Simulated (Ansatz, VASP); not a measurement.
One calculation of PbS, two programs

```
Pb S
1.0
     3.70174    0.00000    0.00000
     0.00000    3.70174    0.00000
     0.00000    0.00000    3.70174
Pb S
1 1
Direct
  0.00000 0.00000 0.00000
  0.50000 0.50000 0.50000
```

Alike in both runs: task single point; functional PBEsol; k mesh 7 × 7 × 7; occupations fermi-dirac, width 0.05 eV; no spin polarisation.

|  | VASP | Ansatz |
| --- | --- | --- |
| version | VASP 6.6.1 | Ansatz 0.2.0 |
| potentials or method | VASP PAW PBE potentials, release 64 (Pb_d, S) | Ansatz PAW |
| plane-wave cutoff (eV) | 520 | 420 |
| valence electrons in the cell | 20 | 20 |

```csv
,VASP,Ansatz,Ansatz less VASP
pressure (GPa),-5.2,-5.1,+0.04
```

VASP's potentials were made for PBE, not for PBEsol.

Spin-orbit coupling is off throughout.
